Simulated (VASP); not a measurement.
# ZnS (F-43m) in VASP: notebook, part 2 of 3

VASP 6.6.1.

## (3) Relaxation of cell and atoms, PBEsol, target pressure 50 GPa, at which the enthalpy is minimised

This run uses another cell than the first one, of 19.21 Å³/atom.

INCAR reads:

```
PREC = Accurate ; ENCUT = 600
EDIFF = 1E-6 ; ISMEAR = 0
SIGMA = 0.01 ; LREAL = False
LASPH = True ; NELM = 80
ALGO = Normal ; ISIF = 3
LWAVE = False ; LCHARG = False
GGA = PS ; IBRION = 2
NSW = 80 ; EDIFFG = -0.001
PSTRESS = 500.0
```

KPOINTS reads:

```
Automatic mesh
0
Gamma
  10 10 10
```

POSCAR reads:

```
ZnS
1.0
    0.0000000000      2.6782590745      2.6782590745
    2.6782590745      0.0000000000      2.6782590745
    2.6782590745      2.6782590745      0.0000000000
Zn S
1 1
Direct
    0.0000000000      0.0000000000      0.0000000000
    0.7500000000      0.7500000000      0.7500000000
```

Potentials or basis: VASP PAW PBE potentials, release 64 (Zn, S).

On the command line:

```sh
cat potpaw_PBE.64/Zn/POTCAR potpaw_PBE.64/S/POTCAR > POTCAR
mpirun -np 1 vasp_std > vasp.out
```

OUTCAR:

```text
PREC = Accurate
   ENCUT = 600
   EDIFF = 1E-6
   ISMEAR = 0
   LREAL = False
   LASPH = True
   NELM = 80
   ISIF = 3
   GGA = PS
   IBRION = 2
   NSW = 80
   EDIFFG = -0.001
   PSTRESS = 500.0

 ion  position               nearest neighbor table
   1  0.000  0.000  0.000-   2 2.32   2 2.32   2 2.32   2 2.32
   2  0.750  0.750  0.750-   1 2.32   1 2.32   1 2.32   1 2.32

  LATTYP: Found a face centered cubic cell.
 ALAT       =     5.3565181490

  Lattice vectors:

 A1 = (   0.0000000000,   2.6782590745,   2.6782590745)
 A2 = (   2.6782590745,   0.0000000000,   2.6782590745)
 A3 = (   2.6782590745,   2.6782590745,   0.0000000000)

Analysis of symmetry for initial positions (statically):
=====================================================================
 Subroutine PRICEL returns:
 Original cell was already a primitive cell.

 Routine SETGRP: Setting up the symmetry group for a
 face centered cubic supercell.

 Subroutine GETGRP returns: Found 24 space group operations
 (whereof 24 operations were pure point group operations)
 out of a pool of 48 trial point group operations.

The static configuration has the point symmetry T_d .

Analysis of symmetry for dynamics (positions and initial velocities):
=====================================================================
 Subroutine PRICEL returns:
 Original cell was already a primitive cell.

 Routine SETGRP: Setting up the symmetry group for a
 face centered cubic supercell.

 Subroutine GETGRP returns: Found 24 space group operations
 (whereof 24 operations were pure point group operations)
 out of a pool of 48 trial point group operations.

The dynamic configuration has the point symmetry T_d .

 Subroutine INISYM returns: Found 24 space group operations
 (whereof 24 operations are pure point group operations),
 and found     1 'primitive' translations

----------------------------------------------------------------------------------------

                                     Primitive cell

  volume of cell :      38.4227

  direct lattice vectors                    reciprocal lattice vectors
[... 89 lines left out ...]
   EDIFFG = -.1E-02   stopping-criterion for IOM
   NSW    =     80    number of steps for IOM
   IBRION =      2    ionic relax: 0-MD 1-quasi-New 2-CG
   NFREE  =      1    steps in history (QN), initial steepest desc. (CG)
   ISIF   =      3    stress and relaxation
   ISYM   =      2    0-nonsym 1-usesym 2-fastsym
   POTIM  = 0.5000    time-step for ionic-motion
   TEBEG  =    0.0;   TEEND  =   0.0 temperature during run
   PSTRESS=  500.0 pullay stress
   NELECT =      18.0000    total number of electrons
   NUPDOWN=      -1.0000    fix difference up-down
   EMIN   =  10.00;   EMAX   =-10.00  energy-range for DOS
   EFERMI =   0.00;   METHOD = LEGACY
   ISMEAR =     0;   SIGMA  =   0.01  broadening in eV -4-tet -1-fermi 0-gaus
   EFERMI_NEDOS =   21; number of points for ismear=-14 and -15
   IALGO  =     38    algorithm
   IMIX   =      4    mixing-type and parameters
     AMIX     =   0.40;   BMIX     =  1.00
     AMIX_MAG =   1.60;   BMIX_MAG =  1.00
  volume/ion in A,a.u.               =      19.21       129.64
  Fermi-wavevector in a.u.,A,eV,Ry     =   1.271461  2.402713 21.995360  1.616613
  Thomas-Fermi vector in A             =   2.404393
   LORBIT       =      0    0 simple, 1 ext, 2 COOP (PROOUT), +10 PAW based schemes
   GGA     = PS    functional components
   LHFCALC =     F    Hartree Fock is set to
   AEXX    =    0.0000 exact exchange contribution
   IVDW    =     0    specifies the selected vdW correction
   LEPSILON=     F    determine dielectric tensor
   LRPA    =     F    only Hartree local field effects (RPA)
 conjugate gradient relaxation of ions
 non-spin polarized calculation
 Gauss-broadening in eV      SIGMA  =   0.01
  energy-cutoff  :      600.00
  volume of cell :       38.42
 maximum number of plane-waves:      1307
   NGX = 15   NGY = 15   NGZ = 15

--------------------------------------- Ionic step        1  -------------------------------------------

 number of electron      18.0000010 magnetization

 Free energy of the ion-electron system (eV)
  ---------------------------------------------------
  ext. energy  EPLUGINS =         0.00000000
  ---------------------------------------------------
  free energy    TOTEN  =        -7.58904921 eV

  energy without entropy =       -7.58904921  energy(sigma->0) =       -7.58904921

 E-fermi :   2.3724     XC(G=0):  -9.9748

 val. band max:        2.2634020894   @ k =   0.0000   0.0000   0.0000
 cond. band min:       4.3564202324   @ k =   0.0000   0.0000   0.0000
 fundamental gap:      2.0930181430
 Fermi energy:         2.3723519340
[... 886 lines left out ...]
  energy  without entropy=       -6.8956832949  energy(sigma->0) =       -6.89568329

  enthalpy is  TOTEN    =         2.5154939877 eV   P V=        9.4111772826

[... ionic steps 4 to 22 ...]

--------------------------------------- Ionic step       23  -------------------------------------------

 number of electron      17.9999999 magnetization

------------------------ aborting loop because EDIFF is reached ----------------------------------------
[... 71 lines left out ...]
--------------------------------------- Ionic step       25  -------------------------------------------

 number of electron      17.9999999 magnetization

 Free energy of the ion-electron system (eV)
  ---------------------------------------------------
  ext. energy  EPLUGINS =         0.00000000
  ---------------------------------------------------
  free energy    TOTEN  =        -6.36953377 eV

  energy without entropy =       -6.36953377  energy(sigma->0) =       -6.36953377

 E-fermi :   6.0064     XC(G=0): -11.5308

 val. band max:        5.9017438247   @ k =   0.0000   0.0000   0.0000
 cond. band min:       8.1833712968   @ k =   0.5000   0.5000   0.0000
 fundamental gap:      2.2816274721
 Fermi energy:         6.0064445077
[... 417 lines left out ...]
  energy  without entropy=       -6.3695337669  energy(sigma->0) =       -6.36953377

  enthalpy is  TOTEN    =         2.4017395726 eV   P V=        8.7712733395

 reached required accuracy - stopping structural energy minimisation
```

Run time: 7.3 min. Hardware: 1 thread of Intel Xeon 8259CL, shared host; peak memory 0.2 GiB.

Results:

- Free energy: -6.3695 eV
- Relaxed volume: 14.05 Å³/atom
- Relaxed cell: a = 3.413 Å, b = 3.413 Å, c = 3.413 Å, α = 60.00°, β = 60.00°, γ = 60.00°
- Space group after relaxing (to 0.1 Å): F-43m (No. 216)
- Energy change on relaxing (the run minimises the enthalpy): +609.8 meV/atom
- Ionic steps: 25
- Pressure after relaxing: 50.0 GPa
- Band gap on the k mesh: 2.28 eV (least direct gap 3.56 eV)

Step by step:
```tsv
step	energy change (eV)	largest force (eV/Å)	pressure (GPa)	volume (Å³)
1	0.0000	0.0000	0.23	38.42
2	23.3976	0.0000	763.81	13.87
3	0.6934	0.0000	33.17	30.16
4	0.9219	0.0000	40.70	29.16
5	1.2282	0.0000	50.21	28.08
6	1.1709	0.0000	48.45	28.26
7	1.1743	0.0000	48.60	28.25
8	1.1844	0.0000	48.96	28.22
9	1.1845	0.0000	48.89	28.22
10	1.1851	0.0000	48.95	28.22
11	1.1862	0.0000	48.93	28.21
12	1.1884	0.0000	49.05	28.21
13	1.1929	0.0000	49.15	28.19
14	1.2018	0.0000	49.48	28.16
15	1.2197	0.0000	50.11	28.11
16	1.2167	0.0000	49.80	28.12
17	1.2187	0.0000	49.92	28.11
18	1.2187	0.0000	49.94	28.11
19	1.2188	0.0000	49.95	28.11
20	1.2188	0.0000	49.94	28.11
21	1.2189	0.0000	49.94	28.11
22	1.2189	0.0000	49.94	28.11
23	1.2190	0.0000	49.95	28.11
24	1.2192	0.0000	49.96	28.11
25	1.2195	0.0000	49.99	28.11
```

Final structure:
```xyz
2
Lattice="0.0000 2.4132 2.4132 2.4132 0.0000 2.4132 2.4132 2.4132 0.0000" Properties=species:S:1:pos:R:3 pbc="T T T"
Zn    4.8264    2.4132    2.4132
S     3.6198    3.6198    3.6198
```

Caveat: the cell is relaxed towards a set pressure, so the run minimises the enthalpy, not the energy; the volume moved by over 15 % at a fixed basis, so the end points are rough; the PAW data sets were made with another functional, which shifts forces and pressure a little. A k mesh can miss the band edges.

## (4) Single point, PBEsol

This run uses another cell than the first one, of 19.46 Å³/atom.

INCAR reads:

```
  PREC = Accurate
  ENCUT = 500
  EDIFF = 1E-6
  ISMEAR = 0
  SIGMA = 0.01
  LREAL = False
  LASPH = True
  NELM = 120
  ALGO = Normal
  ISIF = 2
  LWAVE = False
  LCHARG = False
  GGA = PS
  NBANDS = 16
  GGA_COMPAT = False
```

KPOINTS is that of step 3.

POSCAR reads:

```
ZnS
1.0
    0.0000000000      2.6897707759      2.6897707759
    2.6897707759      0.0000000000      2.6897707759
    2.6897707759      2.6897707759      0.0000000000
Zn S
1 1
Direct
    0.0000000000      0.0000000000      0.0000000000
    0.7500000000      0.7500000000      0.7500000000
```

On the command line:

```sh
cat potpaw_PBE.64/Zn/POTCAR potpaw_PBE.64/S/POTCAR > POTCAR
mpirun -np 1 vasp_std > vasp.out
```

Run time: 22 s. Hardware: 1 thread of Intel Xeon Platinum 8259CL at 2.50GHz (Skylake/Cascade Lake), shared host; peak memory 0.17 GiB.

It converged, with:

| Property | Result |
| --- | --- |
| Free energy | -7.5879 eV |
| Pressure | -0.8 GPa |
| Band gap on the k mesh | 2.04 eV |

Levels at points of the mesh, in eV from the valence-band top:
| k point | band 6 | band 7 | band 8 | band 9 | band 10 | band 11 | band 12 | band 13 |
| --- | --- | --- | --- | --- | --- | --- | --- | --- |
| (0.00, 0.00, 0.00) | -5.91 | 0.00 | 0.00 | 0.00 | 2.04 | 6.30 | 6.30 | 6.30 |
| (0.50, 0.00, 0.00) | -5.71 | -5.45 | -0.90 | -0.90 | 3.22 | 6.83 | 6.83 | 8.75 |
| (0.50, 0.50, 0.00) | -5.69 | -4.66 | -2.30 | -2.30 | 3.21 | 3.96 | 10.93 | 11.97 |

Caveat: the PAW data sets were made with another functional, which shifts forces and pressure a little.

(Part 2 of 3 ends here.)
